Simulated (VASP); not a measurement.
## CuO: single point with PBEsol+D4

CuO:

```
Cu O
1.0
     2.38778   -1.74486    0.00000
     2.38778    1.74486    0.00000
    -0.86670    0.00000    5.15707
Cu O
2 2
Direct
  0.50000 0.00000 0.50000
  0.00000 0.50000 0.00000
  0.41840 0.58160 0.75000
  0.58160 0.41840 0.25000
```

```json
{
 "Program": "VASP 6.6.1",
 "Task": "single point",
 "Functional": "PBEsol",
 "Dispersion": "D4",
 "Potentials or basis": "VASP PAW PBE potentials, release 64 (Cu_sv_GW, O)",
 "Cutoff": "820 eV",
 "k mesh": "10 × 10 × 5",
 "Occupations": "fermi-dirac, width 0.05 eV",
 "Spin": "no spin polarisation"
}
```

```
Pressure                   : -14.5 GPa
Largest force              : 0.513 eV/Å
Band gap on the k mesh     : zero (bands 25 and 26 overlap by 0.60 eV)
Dispersion energy per atom : -0.172 eV
```

Forces on the atoms (eV/Å):
```
Cu   0.000  0.000  0.000
Cu   0.000  0.000  0.000
O    0.000 -0.513  0.000
O    0.000  0.513  0.000
```

Stress tensor (GPa, compression positive):
```
-15.45   0.00   0.69
  0.00 -10.18   0.00
  0.69   0.00 -18.02
```

Levels at points of the mesh, in eV from the Fermi level:
```tsv
k point	band 22	band 23	band 24	band 25	band 26	band 27	band 28	band 29
(0.00, 0.00, 0.00)	-2.03	-1.98	-1.52	0.21	0.90	1.44	5.80	7.73
(0.50, 0.00, 0.00)	-1.46	-1.37	-1.30	0.00	0.26	4.73	5.92	6.61
(0.50, 0.50, 0.00)	-1.95	-1.61	-1.11	-0.60	1.01	3.34	6.73	8.28
```

Run time: 6.2 min on 1 thread of Intel(R) Xeon(R) Platinum 8259CL CPU @ 2.50GHz (Skylake/Cascade Lake), with other jobs on the host, peak memory 0.48 GiB.

Caveat: the stress differs along the axes, from -18 to -10 GPa; the PAW data sets were made with another functional, which shifts forces and pressure a little; semilocal functionals often make such compounds metallic where correlation or magnetic order opens a gap, which also shifts bond lengths. With open d or f shells a metallic result of PBEsol can be an artefact of self-interaction; +U or a hybrid may open a gap.
